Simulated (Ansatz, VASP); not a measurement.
Two plane-wave programs on Si

File POSCAR:

```
Si
1.0
    2.5322986339      0.0000000000      0.0000000000
   -1.2661493170      2.1930349470      0.0000000000
    0.0000000000      0.0000000000      4.3936125382
Si
2
Direct
    0.3333333333      0.6666666667      0.2500000000
    0.6666666667      0.3333333333      0.7500000000
```

Contents of INCAR.step1:

```
SYSTEM = Si
  ALGO = Normal
  EDIFF = 1E-4
  ENCUT = 520
  GGA = PE
  ISMEAR = 0
  LASPH = .TRUE.
  LCHARG = .FALSE.
  LREAL = .FALSE.
  LWAVE = .TRUE.
  NBANDS = 11
  NELM = 80
  PREC = Accurate
  SIGMA = 0.15
```

INCAR.step2

```
SYSTEM = Si
  ALGO = Normal
  EDIFF = 1E-7
  ENCUT = 520
  ISIF = 2
  ISMEAR = 0
  ISTART = 1
  LASPH = .TRUE.
  LCHARG = .FALSE.
  LMIXTAU = .TRUE.
  LREAL = .FALSE.
  LWAVE = .FALSE.
  METAGGA = R2SCAN
  NBANDS = 11
  NELM = 80
  PREC = Accurate
  SIGMA = 0.15
```

The input KPOINTS:

```
k-points
0
G
  24 24 10
  0 0 0
```

Input for Ansatz:

```yaml
crystal:
  lattice:
    - [2.5322986339, 0.0, 0.0]
    - [-1.266149317, 2.193034947, 0.0]
    - [0.0, 0.0, 4.3936125382]
  atoms:
    - { symbol: Si, position: [0.3333333333, 0.6666666667, 0.25] }
    - { symbol: Si, position: [0.6666666667, 0.3333333333, 0.75] }
basis:
  ecutwfc: 500
kpoints:
  mp_grid: { grid: [24, 24, 10] }
hamiltonian:
  xc: r2scan
scf:
  occupations: { method: gaussian, width: 0.15 }
output:
  forces: true
  stress: true
  eigenvalues: true
```

Change from the starting cell: strain -0.050 along x and y, -0.025 along z, atoms carried along.

Alike in both runs: task single point; functional r2SCAN; k mesh 24 × 24 × 10; occupations gaussian, width 0.15 eV; no spin polarisation.

|  | VASP | Ansatz |
| --- | --- | --- |
| version | VASP 6.6.1 | Ansatz 0.2.0 |
| potentials or method | VASP PAW PBE potentials, release 64 (Si), cutoff 520 eV | scalar-relativistic, plane waves, PAW |
| valence electrons in the cell | 8 | 8 |

|  | VASP | Ansatz | Ansatz less VASP |
| --- | --- | --- | --- |
| gap on the k mesh at the Fermi level (eV) | none | none | - |
| pressure (GPa) | 14.7 | 14.7 | -0.05 |
| traceless stress, the component that is largest in VASP (GPa) | -2.36 | -2.42 | -0.059 |

VASP's potentials were made for PBE, not for r2SCAN. A gap of «none» marks a metal or a gap that the smearing closes. With one functional, cell and mesh, what is left measures potentials, basis and numerics.
